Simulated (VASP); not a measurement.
# Sn (Fd-3m) in VASP: a series of runs

Sn is run at these levels: PBE; tasks: single point.

Program: VASP 6.6.1. These are calculated values, not measurements. Logs are shortened: lines on timing, memory, paths and dates and some standing lists are left out, and cuts for length are marked.

### 1 The cell of the first run

It takes space group Fd-3m (No. 227, cubic). Conventional cell: a = 6.467 Å, b = 6.467 Å, c = 6.467 Å, α = 90.00°, β = 90.00°, γ = 90.00°. Within 3.7 Å of Sn (site symmetry -43m) lie 4 Sn at 2.80 Å.

This isn't the form of Sn at room conditions, which is tetragonal (white tin).

### 2 Single point, PBE

INCAR

```
ALGO     = Normal         # electronic algorithm
EDIFF    = 1E-6           # SCF threshold, eV
ENCUT    = 500            # plane-wave cutoff, eV
GGA      = PE             # functional
GGA_COMPAT= F            
ISIF     = 2              # what is computed and relaxed
ISMEAR   = -1             # smearing method
LASPH    = T              # aspherical terms in the spheres
LCHARG   = T              # write CHGCAR
LELF     = T              # ELF
LREAL    = F              # projectors in reciprocal space
LVHAR    = T            
LWAVE    = F              # write WAVECAR
NBANDS   = 21             # bands
NELM     = 120            # most SCF steps
PREC     = Accurate       # precision mode
SIGMA    = 0.01           # smearing width, eV
```

KPOINTS

```
k-points
0
Gamma
  6 6 6
```

POSCAR

```
Sn
1.0
    0.0000000000      3.2333430000      3.2333430000
    3.2333430000      0.0000000000      3.2333430000
    3.2333430000      3.2333430000      0.0000000000
Sn
2
Direct
    0.0000000000      0.0000000000      0.0000000000
    0.2500000000      0.2500000000      0.2500000000
```

Potentials or basis: VASP PAW PBE potentials, release 64 (Sn_d).

Run with:

```bash
$ cat potpaw_PBE.64/Sn_d/POTCAR > POTCAR
$ mpirun -np 1 vasp_std > vasp.out
```

OUTCAR:

```text
EDIFF = 1E-6
   ENCUT = 500
   GGA = PE
   ISIF = 2
   ISMEAR = -1
   LASPH = T
   LREAL = F
   NELM = 120
   PREC = Accurate

 ion  position               nearest neighbor table
   1  0.000  0.000  0.000-   2 2.80   2 2.80   2 2.80   2 2.80
   2  0.250  0.250  0.250-   1 2.80   1 2.80   1 2.80   1 2.80

  LATTYP: Found a face centered cubic cell.
 ALAT       =     6.4666860000

  Lattice vectors:

 A1 = (   0.0000000000,   3.2333430000,   3.2333430000)
 A2 = (   3.2333430000,   0.0000000000,   3.2333430000)
 A3 = (   3.2333430000,   3.2333430000,   0.0000000000)

Analysis of symmetry for initial positions (statically):
=====================================================================
 Subroutine PRICEL returns:
 Original cell was already a primitive cell.

 Routine SETGRP: Setting up the symmetry group for a
 face centered cubic supercell.

 Subroutine GETGRP returns: Found 48 space group operations
 (whereof 24 operations were pure point group operations)
 out of a pool of 48 trial point group operations.

The static configuration has the point symmetry T_d .
 The point group associated with its full space group is O_h .

Analysis of symmetry for dynamics (positions and initial velocities):
=====================================================================
 Subroutine PRICEL returns:
 Original cell was already a primitive cell.

 Routine SETGRP: Setting up the symmetry group for a
 face centered cubic supercell.

 Subroutine GETGRP returns: Found 48 space group operations
 (whereof 24 operations were pure point group operations)
 out of a pool of 48 trial point group operations.

The dynamic configuration has the point symmetry T_d .
 The point group associated with its full space group is O_h .

 Subroutine INISYM returns: Found 48 space group operations
 (whereof 24 operations are pure point group operations),
 and found     1 'primitive' translations

----------------------------------------------------------------------------------------

                                     Primitive cell

  volume of cell :      67.6060

  direct lattice vectors                    reciprocal lattice vectors
     0.000000000  3.233343000  3.233343000    -0.154638713  0.154638713  0.154638713
     3.233343000  0.000000000  3.233343000     0.154638713 -0.154638713  0.154638713
     3.233343000  3.233343000  0.000000000     0.154638713  0.154638713 -0.154638713

  length of vectors
     4.572637522  4.572637522  4.572637522     0.267842108  0.267842108  0.267842108

  position of ions in fractional coordinates (direct lattice)
     0.000000000  0.000000000  0.000000000
     0.250000000  0.250000000  0.250000000

  ion indices of the primitive-cell ions
   primitive index   ion index
                 1           1
                 2           2

----------------------------------------------------------------------------------------

 KPOINTS: k-points

Automatic generation of k-mesh.
 Grid dimensions read from file:
 generate k-points for:    6    6    6

 Generating k-lattice:

  Cartesian coordinates                     Fractional coordinates (reciprocal lattice)
    -0.025773119  0.025773119  0.025773119     0.166666667  0.000000000  0.000000000
     0.025773119 -0.025773119  0.025773119     0.000000000  0.166666667  0.000000000
     0.025773119  0.025773119 -0.025773119     0.000000000  0.000000000  0.166666667

  Length of vectors
     0.044640351  0.044640351  0.044640351

  Shift w.r.t. Gamma in fractional coordinates (k-lattice)
     0.000000000  0.000000000  0.000000000

 Subroutine IBZKPT returns following result:
 ===========================================

 Found     16 irreducible k-points:

 Following reciprocal coordinates:
            Coordinates               Weight
  0.000000  0.000000  0.000000      1.000000
  0.166667  0.000000  0.000000      8.000000
  0.333333  0.000000  0.000000      8.000000
  0.500000  0.000000  0.000000      4.000000
  0.166667  0.166667  0.000000      6.000000
  0.333333  0.166667  0.000000     24.000000
[... 8 lines left out ...]
 -0.333333  0.333333  0.166667     24.000000
 -0.333333  0.500000  0.166667     12.000000
   k-points           NKPTS =     16   k-points in BZ     NKDIM =     16   number of bands    NBANDS=     21
   number of dos      NEDOS =    301   number of ions     NIONS =      2
   total plane-waves  NPLWV =  46656
   dimension x,y,z NGX =    36 NGY =   36 NGZ =   36
   dimension x,y,z NGXF=    72 NGYF=   72 NGZF=   72
   ions per type =               2
   NGX,Y,Z   is equivalent  to a cutoff of  13.09, 13.09, 13.09 a.u.
   NGXF,Y,Z  is equivalent  to a cutoff of  26.18, 26.18, 26.18 a.u.
 SYSTEM =  unknown system
   PREC   = accura    normal or accurate (medium, high low for compatibility)
   ISTART =      0    job   : 0-new  1-cont  2-samecut
   ICHARG =      2    charge: 1-file 2-atom 10-const
   ISPIN  =      1    spin polarized calculation?
   LNONCOLLINEAR =      F non collinear calculations
   LSORBIT =      F    spin-orbit coupling
   LASPH  =      T    aspherical Exc in radial PAW
   ENCUT  =  500.0 eV  36.75 Ry    6.06 a.u.   8.34  8.34  8.34*2*pi/ulx,y,z
   NELM   =    120;   NELMIN=  2; NELMDL= -5     # of ELM steps
   EDIFF  = 0.1E-05   stopping-criterion for ELM
   LREAL  =      F    real-space projection
   EDIFFG = 0.1E-04   stopping-criterion for IOM
   NSW    =      0    number of steps for IOM
   IBRION =     -1    ionic relax: 0-MD 1-quasi-New 2-CG
   NFREE  =      0    steps in history (QN), initial steepest desc. (CG)
   ISIF   =      2    stress and relaxation
   ISYM   =      2    0-nonsym 1-usesym 2-fastsym
   POTIM  = 0.5000    time-step for ionic-motion
   TEBEG  =    0.0;   TEEND  =   0.0 temperature during run
   PSTRESS=    0.0 pullay stress
   NELECT =      28.0000    total number of electrons
   NUPDOWN=      -1.0000    fix difference up-down
   EMIN   =  10.00;   EMAX   =-10.00  energy-range for DOS
   EFERMI =   0.00;   METHOD = LEGACY
   ISMEAR =    -1;   SIGMA  =   0.01  broadening in eV -4-tet -1-fermi 0-gaus
   EFERMI_NEDOS =   21; number of points for ismear=-14 and -15
   IALGO  =     38    algorithm
   IMIX   =      4    mixing-type and parameters
     AMIX     =   0.40;   BMIX     =  1.00
     AMIX_MAG =   1.60;   BMIX_MAG =  1.00
  volume/ion in A,a.u.               =      33.80       228.11
  Fermi-wavevector in a.u.,A,eV,Ry     =   1.220298  2.306028 20.260790  1.489126
  Thomas-Fermi vector in A             =   2.355520
   LORBIT       =      0    0 simple, 1 ext, 2 COOP (PROOUT), +10 PAW based schemes
   GGA     = PE    functional components
   LHFCALC =     F    Hartree Fock is set to
   AEXX    =    0.0000 exact exchange contribution
   IVDW    =     0    specifies the selected vdW correction
   LEPSILON=     F    determine dielectric tensor
   LRPA    =     F    only Hartree local field effects (RPA)
 non-spin polarized calculation
  energy-cutoff  :      500.00
  volume of cell :       67.61
 maximum number of plane-waves:      1759
 NGX is ok and might be reduce to    36
   NGX = 17   NGY = 17   NGZ = 17

 number of electron      28.0000008 magnetization

 Free energy of the ion-electron system (eV)
  ---------------------------------------------------
  ext. energy  EPLUGINS =         0.00000000
  ---------------------------------------------------
  free energy    TOTEN  =        -7.59185374 eV

  energy without entropy =       -7.59159531  energy(sigma->0) =       -7.59172452

 E-fermi :   5.7747     XC(G=0):  -8.9172

 val. band max:        5.3959771145   @ k =   0.1667   0.0000   0.0000
 cond. band min:       5.7747603646   @ k =   0.5000   0.0000   0.0000
 fundamental gap:      0.3787832502
 Fermi energy:         5.7747378634

 k-point     1 :       0.0000    0.0000    0.0000
  band No.  band energies     occupation
      1     -15.9422      2.00000
      2     -15.9422      2.00000
      3     -15.9422      2.00000
      4     -15.8813      2.00000
      5     -15.8813      2.00000
      6     -15.5634      2.00000
[... 13 lines left out ...]
     20      13.7442      0.00000
     21      13.7442      0.00000

 k-point     2 :       0.1667    0.0000    0.0000
  band No.  band energies     occupation
      1     -15.9589      2.00000
      2     -15.9589      2.00000
      3     -15.9357      2.00000
      4     -15.8569      2.00000
      5     -15.8569      2.00000
      6     -15.5939      2.00000
[... 13 lines left out ...]
     20      12.6765      0.00000
     21      12.6765      0.00000

 k-point     3 :       0.3333    0.0000    0.0000
  band No.  band energies     occupation
      1     -15.9750      2.00000
      2     -15.9750      2.00000
      3     -15.9220      2.00000
      4     -15.8280      2.00000
      5     -15.8280      2.00000
      6     -15.6177      2.00000
[... 13 lines left out ...]
     20      13.1067      0.00000
     21      13.1067      0.00000

 k-point     4 :       0.5000    0.0000    0.0000
  band No.  band energies     occupation
      1     -15.9794      2.00000
      2     -15.9794      2.00000
      3     -15.9148      2.00000
      4     -15.8189      2.00000
      5     -15.8189      2.00000
      6     -15.6240      2.00000
[... 13 lines left out ...]
     20      14.5821      0.00000
     21      14.5821      0.00000

 k-point     5 :       0.1667    0.1667    0.0000
  band No.  band energies     occupation
      1     -15.9570      2.00000
      2     -15.9570      2.00000
      3     -15.9515      2.00000
      4     -15.8588      2.00000
      5     -15.8288      2.00000
      6     -15.6423      2.00000
[... 13 lines left out ...]
     20      12.3864      0.00000
     21      14.0531      0.00000
[... 190 lines left out ...]
     20      15.1582      0.00000
     21      16.2307      0.00000

 k-point    14 :       0.5000    0.3333    0.1667
  band No.  band energies     occupation
      1     -16.0013      2.00000
      2     -15.9955      2.00000
      3     -15.8811      2.00000
      4     -15.7983      2.00000
      5     -15.7499      2.00000
      6     -15.7219      2.00000
[... 13 lines left out ...]
     20      13.8776      0.00000
     21      15.6126      0.00000

 k-point    15 :      -0.3333    0.3333    0.1667
  band No.  band energies     occupation
      1     -16.0155      2.00000
      2     -16.0004      2.00000
      3     -15.8476      2.00000
      4     -15.7711      2.00000
      5     -15.7402      2.00000
      6     -15.7268      2.00000
[... 13 lines left out ...]
     20      15.1526      0.00000
     21      15.4887      0.00000

 k-point    16 :      -0.3333    0.5000    0.1667
  band No.  band energies     occupation
      1     -16.0091      2.00000
      2     -16.0091      2.00000
      3     -15.8155      2.00000
      4     -15.8155      2.00000
      5     -15.7196      2.00000
      6     -15.7196      2.00000
[... 13 lines left out ...]
     20      14.8904      0.00000
     21      16.0528      0.00000

------------------------ aborting loop because EDIFF is reached ----------------------------------------

  FORCE on cell =-STRESS in cart. coord.  units (eV):
  Direction    XX          YY          ZZ          XY          YZ          ZX
  --------------------------------------------------------------------------------------
  -------------------------------------------------------------------------------------
  Total        1.6197995      1.6197995      1.6197995     -0.0000000      0.0000000      0.0000000
  in kB       38.3872061     38.3872061     38.3872061     -0.0000000      0.0000000      0.0000000
  external PRESSURE =      38.3872061 kB  Pullay stress =       0.0000000 kB

 VOLUME and BASIS-vectors are now :
 -----------------------------------------------------------------------------
  energy-cutoff  :      500.00
  volume of cell :       67.61
      direct lattice vectors                 reciprocal lattice vectors
     0.000000000  3.233343000  3.233343000    -0.154638713  0.154638713  0.154638713
     3.233343000  0.000000000  3.233343000     0.154638713 -0.154638713  0.154638713
     3.233343000  3.233343000  0.000000000     0.154638713  0.154638713 -0.154638713

 POSITION                                       TOTAL-FORCE (eV/Angst)
 -----------------------------------------------------------------------------------
      0.00000      0.00000      0.00000        -0.000000     -0.000000     -0.000000
      1.61667      1.61667      1.61667         0.000000      0.000000      0.000000
 -----------------------------------------------------------------------------------
    total drift:                                0.000000      0.000000      0.000000

  FREE ENERGIE OF THE ION-ELECTRON SYSTEM (eV)
  ---------------------------------------------------
  free  energy   TOTEN  =        -7.5918537377 eV

  energy  without entropy=       -7.5915953090  energy(sigma->0) =       -7.59172452
```

Wall time 11 s (1 thread of Intel Xeon 6975P-C (Granite Rapids), shared host); peak memory 0.2 GiB.

What came out:

```yaml
Free_energy: -7.5919 eV
Pressure: 3.8 GPa
Band_gap_on_the_k_mesh: zero (bands 14 and 15 overlap by 0.07 eV)
```

Levels at points of the mesh, in eV from the Fermi level:
```tsv
k point	band 10	band 11	band 12	band 13	band 14	band 15	band 16	band 17	band 18	band 19
(0.00, 0.00, 0.00)	-21.33	-10.69	-0.58	0.07	0.07	0.07	2.15	2.15	2.15	5.02
(0.50, 0.00, 0.00)	-21.28	-9.05	-6.35	-1.15	-1.15	0.00	3.22	3.22	5.63	8.55
(0.50, 0.50, 0.00)	-21.26	-7.56	-7.56	-2.51	-2.51	0.80	0.80	7.78	7.78	9.38
```

Caveat: the cell stands under pressure; spin-orbit coupling is left out, which moves the levels of the heavy elements.

(Continued in part 2 of 2.)
